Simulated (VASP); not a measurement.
# ZnS (F-43m) in VASP: further runs

The runs below take ZnS through single point, relaxation of cell and atoms, with r2SCAN.

Everything below comes from runs of VASP 6.6.1. Logs are shortened: lines on timing, memory, paths and dates and some standing lists are left out, and cuts for length are marked.

## 1. The cell of the first run

It takes space group F-43m (No. 216, cubic). Conventional cell: a = 5.388 Å, b = 5.388 Å, c = 5.388 Å, α = 90.00°, β = 90.00°, γ = 90.00°. Within 3.1 Å of Zn (site symmetry -43m) lie 4 S at 2.33 Å. Within 3.1 Å of S (site symmetry -43m) lie 4 Zn at 2.33 Å.

## 2. Single point, r2SCAN

POSCAR

```
ZnS
1.0
    0.0000000000      2.6942019967      2.6942019967
    2.6942019967      0.0000000000      2.6942019967
    2.6942019967      2.6942019967      0.0000000000
Zn S
1 1
Direct
    0.0000000000      0.0000000000      0.0000000000
    0.7500000000      0.7500000000      0.7500000000
```

INCAR.step1

```
PREC = Accurate
ENCUT = 520
ISMEAR = 0
SIGMA = 0.02
LREAL = False
LASPH = True
NELM = 60
NBANDS = 16
GGA = PE
ALGO = Normal
EDIFF = 1E-4
LWAVE = True
LCHARG = False
```

INCAR.step2

```
PREC = Accurate
ENCUT = 520
EDIFF = 1E-7
ISMEAR = 0
SIGMA = 0.02
LREAL = False
LASPH = True
NELM = 60
ALGO = Normal
ISIF = 2
LWAVE = False
LCHARG = False
METAGGA = R2SCAN
LMIXTAU = True
NBANDS = 16
ISTART = 1
```

KPOINTS

```
regular mesh
0
Gamma
  8 8 8
```

Potentials or basis: VASP PAW PBE potentials, release 64 (Zn, S).

Command:

```console
cat potpaw_PBE.64/Zn/POTCAR potpaw_PBE.64/S/POTCAR > POTCAR
cp INCAR.step1 INCAR
mpirun -np 1 vasp_std > vasp.out
cp INCAR.step2 INCAR
mpirun -np 1 vasp_std > vasp.out
```

OUTCAR:

```text
PREC = Accurate
   ENCUT = 520
   EDIFF = 1E-7
   ISMEAR = 0
   LREAL = False
   LASPH = True
   NELM = 60
   ISIF = 2
   METAGGA = R2SCAN
   ISTART = 1

 ion  position               nearest neighbor table
   1  0.000  0.000  0.000-   2 2.33   2 2.33   2 2.33   2 2.33
   2  0.750  0.750  0.750-   1 2.33   1 2.33   1 2.33   1 2.33

  LATTYP: Found a face centered cubic cell.
 ALAT       =     5.3884039934

  Lattice vectors:

 A1 = (   0.0000000000,   2.6942019967,   2.6942019967)
 A2 = (   2.6942019967,   0.0000000000,   2.6942019967)
 A3 = (   2.6942019967,   2.6942019967,   0.0000000000)

Analysis of symmetry for initial positions (statically):
=====================================================================
 Subroutine PRICEL returns:
 Original cell was already a primitive cell.

 Routine SETGRP: Setting up the symmetry group for a
 face centered cubic supercell.

 Subroutine GETGRP returns: Found 24 space group operations
 (whereof 24 operations were pure point group operations)
 out of a pool of 48 trial point group operations.

The static configuration has the point symmetry T_d .

Analysis of symmetry for dynamics (positions and initial velocities):
=====================================================================
 Subroutine PRICEL returns:
 Original cell was already a primitive cell.

 Routine SETGRP: Setting up the symmetry group for a
 face centered cubic supercell.

 Subroutine GETGRP returns: Found 24 space group operations
 (whereof 24 operations were pure point group operations)
 out of a pool of 48 trial point group operations.

The dynamic configuration has the point symmetry T_d .

 Subroutine INISYM returns: Found 24 space group operations
 (whereof 24 operations are pure point group operations),
 and found     1 'primitive' translations

----------------------------------------------------------------------------------------

                                     Primitive cell

  volume of cell :      39.1129

  direct lattice vectors                    reciprocal lattice vectors
     0.000000000  2.694201997  2.694201997    -0.185583709  0.185583709  0.185583709
     2.694201997  0.000000000  2.694201997     0.185583709 -0.185583709  0.185583709
     2.694201997  2.694201997  0.000000000     0.185583709  0.185583709 -0.185583709

  length of vectors
     3.810177004  3.810177004  3.810177004     0.321440413  0.321440413  0.321440413

  position of ions in fractional coordinates (direct lattice)
     0.000000000  0.000000000  0.000000000
     0.750000000  0.750000000  0.750000000

  ion indices of the primitive-cell ions
   primitive index   ion index
                 1           1
                 2           2

----------------------------------------------------------------------------------------

 KPOINTS: regular mesh

Automatic generation of k-mesh.
 Grid dimensions read from file:
 generate k-points for:    8    8    8

 Generating k-lattice:

  Cartesian coordinates                     Fractional coordinates (reciprocal lattice)
    -0.023197964  0.023197964  0.023197964     0.125000000  0.000000000  0.000000000
     0.023197964 -0.023197964  0.023197964     0.000000000  0.125000000  0.000000000
     0.023197964  0.023197964 -0.023197964     0.000000000  0.000000000  0.125000000

  Length of vectors
     0.040180052  0.040180052  0.040180052

  Shift w.r.t. Gamma in fractional coordinates (k-lattice)
     0.000000000  0.000000000  0.000000000

 Subroutine IBZKPT returns following result:
 ===========================================

 Found     29 irreducible k-points:

 Following reciprocal coordinates:
            Coordinates               Weight
  0.000000  0.000000  0.000000      1.000000
  0.125000  0.000000  0.000000      8.000000
  0.250000  0.000000  0.000000      8.000000
  0.375000  0.000000  0.000000      8.000000
  0.500000  0.000000  0.000000      4.000000
  0.125000  0.125000  0.000000      6.000000
[... 16 lines left out ...]
  0.500000  0.250000  0.125000     48.000000
 -0.375000  0.250000  0.125000     24.000000
 [... further k-points ...]
   k-points           NKPTS =     29   k-points in BZ     NKDIM =     29   number of bands    NBANDS=     16
   number of dos      NEDOS =    301   number of ions     NIONS =      2
   total plane-waves  NPLWV =  21952
   dimension x,y,z NGX =    28 NGY =   28 NGZ =   28
   dimension x,y,z NGXF=    56 NGYF=   56 NGZF=   56
   ions per type =               1   1
   NGX,Y,Z   is equivalent  to a cutoff of  12.22, 12.22, 12.22 a.u.
   NGXF,Y,Z  is equivalent  to a cutoff of  24.43, 24.43, 24.43 a.u.
 SYSTEM =  unknown system
   PREC   = accura    normal or accurate (medium, high low for compatibility)
   ISTART =      1    job   : 0-new  1-cont  2-samecut
   ICHARG =      0    charge: 1-file 2-atom 10-const
   ISPIN  =      1    spin polarized calculation?
   LNONCOLLINEAR =      F non collinear calculations
   LSORBIT =      F    spin-orbit coupling
   LASPH  =      T    aspherical Exc in radial PAW
   ENCUT  =  520.0 eV  38.22 Ry    6.18 a.u.   7.08  7.08  7.08*2*pi/ulx,y,z
   NELM   =     60;   NELMIN=  2; NELMDL=  0     # of ELM steps
   EDIFF  = 0.1E-06   stopping-criterion for ELM
   LREAL  =      F    real-space projection
   EDIFFG = 0.1E-05   stopping-criterion for IOM
   NSW    =      0    number of steps for IOM
   IBRION =     -1    ionic relax: 0-MD 1-quasi-New 2-CG
   NFREE  =      0    steps in history (QN), initial steepest desc. (CG)
   ISIF   =      2    stress and relaxation
   ISYM   =      2    0-nonsym 1-usesym 2-fastsym
   POTIM  = 0.5000    time-step for ionic-motion
   TEBEG  =    0.0;   TEEND  =   0.0 temperature during run
   PSTRESS=    0.0 pullay stress
   NELECT =      18.0000    total number of electrons
   NUPDOWN=      -1.0000    fix difference up-down
   EMIN   =  10.00;   EMAX   =-10.00  energy-range for DOS
   EFERMI =   0.00;   METHOD = LEGACY
   ISMEAR =     0;   SIGMA  =   0.02  broadening in eV -4-tet -1-fermi 0-gaus
   EFERMI_NEDOS =   21; number of points for ismear=-14 and -15
   IALGO  =     38    algorithm
   IMIX   =      4    mixing-type and parameters
     AMIX     =   0.40;   BMIX     =  1.00
     AMIX_MAG =   1.60;   BMIX_MAG =  1.00
  volume/ion in A,a.u.               =      19.56       131.97
  Fermi-wavevector in a.u.,A,eV,Ry     =   1.263937  2.388495 21.735816  1.597537
  Thomas-Fermi vector in A             =   2.397268
   LORBIT       =      0    0 simple, 1 ext, 2 COOP (PROOUT), +10 PAW based schemes
   METAGGA = R2SCAN    functional components
   LHFCALC =     F    Hartree Fock is set to
   AEXX    =    0.0000 exact exchange contribution
   IVDW    =     0    specifies the selected vdW correction
   LEPSILON=     F    determine dielectric tensor
   LRPA    =     F    only Hartree local field effects (RPA)
 non-spin polarized calculation
 Gauss-broadening in eV      SIGMA  =   0.02
  energy-cutoff  :      520.00
  volume of cell :       39.11
 maximum number of plane-waves:      1067
   NGX = 15   NGY = 15   NGZ = 15

 number of electron      18.0000006 magnetization

 Free energy of the ion-electron system (eV)
  ---------------------------------------------------
  ext. energy  EPLUGINS =         0.00000000
  ---------------------------------------------------
  free energy    TOTEN  =       -18.86623362 eV

  energy without entropy =      -18.86623362  energy(sigma->0) =      -18.86623362

 E-fermi :   2.0804     XC(G=0): -10.3281

 val. band max:        1.9125977189   @ k =   0.0000   0.0000   0.0000
 cond. band min:       4.6278074953   @ k =   0.0000   0.0000   0.0000
 fundamental gap:      2.7152097763
 Fermi energy:         2.0803928151

 k-point     1 :       0.0000    0.0000    0.0000
  band No.  band energies     occupation
      1     -11.8253      2.00000
      2      -4.6217      2.00000
      3      -4.6217      2.00000
      4      -4.6217      2.00000
      5      -4.0646      2.00000
      6      -4.0646      2.00000
[... 8 lines left out ...]
     15      14.2267      0.00000
     16      14.5050      0.00000

 k-point     2 :       0.1250    0.0000    0.0000
  band No.  band energies     occupation
      1     -11.7041      2.00000
      2      -4.6187      2.00000
      3      -4.5991      2.00000
      4      -4.5991      2.00000
      5      -4.0662      2.00000
      6      -4.0662      2.00000
[... 8 lines left out ...]
     15      13.6127      0.00000
     16      15.3046      0.00000

 k-point     3 :       0.2500    0.0000    0.0000
  band No.  band energies     occupation
      1     -11.3876      2.00000
      2      -4.5652      2.00000
      3      -4.5490      2.00000
      4      -4.5490      2.00000
      5      -4.0630      2.00000
      6      -4.0630      2.00000
[... 8 lines left out ...]
     15      13.4226      0.00000
     16      14.7324      0.00000

 k-point     4 :       0.3750    0.0000    0.0000
  band No.  band energies     occupation
      1     -11.0287      2.00000
      2      -4.5080      2.00000
      3      -4.5080      2.00000
      4      -4.3336      2.00000
      5      -4.0463      2.00000
      6      -4.0463      2.00000
[... 8 lines left out ...]
     15      14.6151      0.00000
     16      14.6151      0.00000

 k-point     5 :       0.5000    0.0000    0.0000
  band No.  band energies     occupation
      1     -10.8639      2.00000
      2      -4.4945      2.00000
      3      -4.4945      2.00000
      4      -4.0345      2.00000
      5      -4.0344      2.00000
      6      -3.8638      2.00000
[... 8 lines left out ...]
     15      15.9968      0.00000
     16      15.9969      0.00000

 k-point     6 :       0.1250    0.1250    0.0000
  band No.  band energies     occupation
      1     -11.6636      2.00000
      2      -4.6401      2.00000
      3      -4.5799      2.00000
      4      -4.5799      2.00000
      5      -4.0816      2.00000
      6      -4.0529      2.00000
[... 8 lines left out ...]
     15      14.4388      0.00000
     16      15.8535      0.00000

 k-point     7 :       0.2500    0.1250    0.0000
  band No.  band energies     occupation
      1     -11.4114      2.00000
      2      -4.6273      2.00000
      3      -4.5273      2.00000
      4      -4.5262      2.00000
      5      -4.0898      2.00000
      6      -4.0423      2.00000
[... 8 lines left out ...]
     15      14.4303      0.00000
     16      16.2822      0.00000

 k-point     8 :       0.3750    0.1250    0.0000
  band No.  band energies     occupation
      1     -11.0612      2.00000
      2      -4.5405      2.00000
      3      -4.4792      2.00000
      4      -4.4143      2.00000
      5      -4.0647      2.00000
      6      -4.0305      2.00000
[... 8 lines left out ...]
     15      15.2573      0.00000
     16      15.6490      0.00000

 k-point     9 :       0.5000    0.1250    0.0000
  band No.  band energies     occupation
      1     -10.8222      2.00000
      2      -4.4960      2.00000
      3      -4.4612      2.00000
      4      -4.1294      2.00000
      5      -4.0311      2.00000
      6      -3.9096      2.00000
[... 8 lines left out ...]
     15      16.0182      0.00000
     16      16.1862      0.00000
[... 172 lines left out ...]
 k-point    19 :       0.5000    0.3750    0.0000
  band No.  band energies     occupation
      1     -10.5937      2.00000
      2      -4.5911      2.00000
      3      -4.2889      2.00000
      4      -4.2635      2.00000
      5      -3.9989      2.00000
      6      -3.8714      2.00000
[... 8 lines left out ...]
     15      16.2968      0.00000
     16      17.5315      0.00000

 k-point    20 :      -0.3750    0.3750    0.0000
  band No.  band energies     occupation
      1     -10.5642      2.00000
      2      -4.5200      2.00000
      3      -4.3180      2.00000
      4      -4.1839      2.00000
      5      -4.0278      2.00000
      6      -3.7144      2.00000
[... 8 lines left out ...]
     15      15.0163      0.00000
     16      18.6261      0.00000

 k-point    21 :       0.5000    0.5000    0.0000
  band No.  band energies     occupation
      1     -10.5397      2.00000
      2      -4.6286      2.00000
      3      -4.2530      2.00000
      4      -4.2529      2.00000
      5      -3.9850      2.00000
      6      -3.8470      2.00000
[... 8 lines left out ...]
     15      16.2830      0.00000
     16      17.1661      0.00000

 k-point    22 :       0.3750    0.2500    0.1250
  band No.  band energies     occupation
      1     -11.1395      2.00000
      2      -4.5889      2.00000
      3      -4.4777      2.00000
      4      -4.4501      2.00000
      5      -4.0884      2.00000
      6      -4.0253      2.00000
[... 8 lines left out ...]
     15      15.3701      0.00000
     16      17.7596      0.00000

 k-point    23 :       0.5000    0.2500    0.1250
  band No.  band energies     occupation
      1     -10.8395      2.00000
      2      -4.4971      2.00000
      3      -4.4421      2.00000
      4      -4.2852      2.00000
      5      -4.0469      2.00000
      6      -3.9953      2.00000
[... 8 lines left out ...]
     15      16.4737      0.00000
     16      16.9901      0.00000

 k-point    24 :      -0.3750    0.2500    0.1250
  band No.  band energies     occupation
      1     -10.7052      2.00000
      2      -4.4792      2.00000
      3      -4.4196      2.00000
      4      -4.1254      2.00000
      5      -4.0533      2.00000
      6      -3.7951      2.00000
[... 8 lines left out ...]
     15      16.0959      0.00000
     16      16.9655      0.00000

 [... further k-points ...]
[... 5 lines left out ...]
  --------------------------------------------------------------------------------------
  -------------------------------------------------------------------------------------
  Total        0.0148107      0.0148107      0.0148107      0.0000000     -0.0000000      0.0000000
  in kB        0.6066866      0.6066866      0.6066866      0.0000000     -0.0000000      0.0000000
  external PRESSURE =       0.6066866 kB  Pullay stress =       0.0000000 kB

 VOLUME and BASIS-vectors are now :
 -----------------------------------------------------------------------------
  energy-cutoff  :      520.00
  volume of cell :       39.11
      direct lattice vectors                 reciprocal lattice vectors
     0.000000000  2.694201997  2.694201997    -0.185583709  0.185583709  0.185583709
     2.694201997  0.000000000  2.694201997     0.185583709 -0.185583709  0.185583709
     2.694201997  2.694201997  0.000000000     0.185583709  0.185583709 -0.185583709

 POSITION                                       TOTAL-FORCE (eV/Angst)
 -----------------------------------------------------------------------------------
      0.00000      0.00000      0.00000         0.000000      0.000000      0.000000
      4.04130      4.04130      4.04130        -0.000000     -0.000000     -0.000000
 -----------------------------------------------------------------------------------
    total drift:                               -0.000011     -0.000011     -0.000011

  FREE ENERGIE OF THE ION-ELECTRON SYSTEM (eV)
  ---------------------------------------------------
  free  energy   TOTEN  =       -18.8662336207 eV

  energy  without entropy=      -18.8662336207  energy(sigma->0) =      -18.86623362
```

It took 40 s on 1 thread of Intel Xeon 6975P-C (Granite Rapids), shared host; peak memory 0.17 GiB.

Results:

| Quantity | Value |
| --- | --- |
| Free energy | -18.8662 eV |
| Pressure | 0.1 GPa |
| Band gap on the k mesh | 2.72 eV, direct |

Levels at points of the mesh, in eV from the valence-band top:
```csv
k point,band 7,band 8,band 9,band 10,band 11,band 12
"(0.00, 0.00, 0.00)",0.00,0.00,0.00,2.72,6.90,6.90
"(0.50, 0.00, 0.00)",-5.45,-0.90,-0.90,3.83,7.39,7.39
"(0.50, 0.50, 0.00)",-4.65,-2.31,-2.31,3.71,4.48,11.83
```

Caveat: the PAW data sets were made with another functional, which shifts forces and pressure a little. r2SCAN opens gaps a little over a GGA but as a rule still falls short of measured ones.

(Part 1 of 2 ends here.)
